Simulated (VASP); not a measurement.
A run of VASP 6.6.1:

The input INCAR:

```
ALGO = Normal ; EDIFF = 1E-6
ENCUT = 500 ; GGA = PE
GGA_COMPAT = False ; ISIF = 2
ISMEAR = 0 ; LASPH = True
LCHARG = False ; LREAL = False
LWAVE = False ; NBANDS = 15
NELM = 120 ; PREC = Accurate
SIGMA = 0.01
```

KPOINTS

```
k-points
0
Gamma
  4 4 4
```

File POSCAR:

```
CsI
1.0
    4.5667000000      0.0000000000      0.0000000000
    0.0000000000      4.5667000000      0.0000000000
    0.0000000000      0.0000000000      4.5667000000
Cs I
1 1
Direct
    0.0000000000      0.0000000000      0.0000000000
    0.5000000000      0.5000000000      0.5150000000
```

Potentials or basis: VASP PAW PBE potentials, release 64 (Cs_sv, I).

The run is started by

```console
$ cat potpaw_PBE.64/Cs_sv/POTCAR potpaw_PBE.64/I/POTCAR > POTCAR
$ mpirun -np 1 vasp_std > vasp.out
```

Hardware: 1 thread of Intel Xeon 8259CL (shared host).

How long does it take, and how much memory?

Run time: 35 s on 1 thread of Intel Xeon 8259CL (shared host), peak memory 0.21 GiB. Counts: scf iterations 13, k points 18.
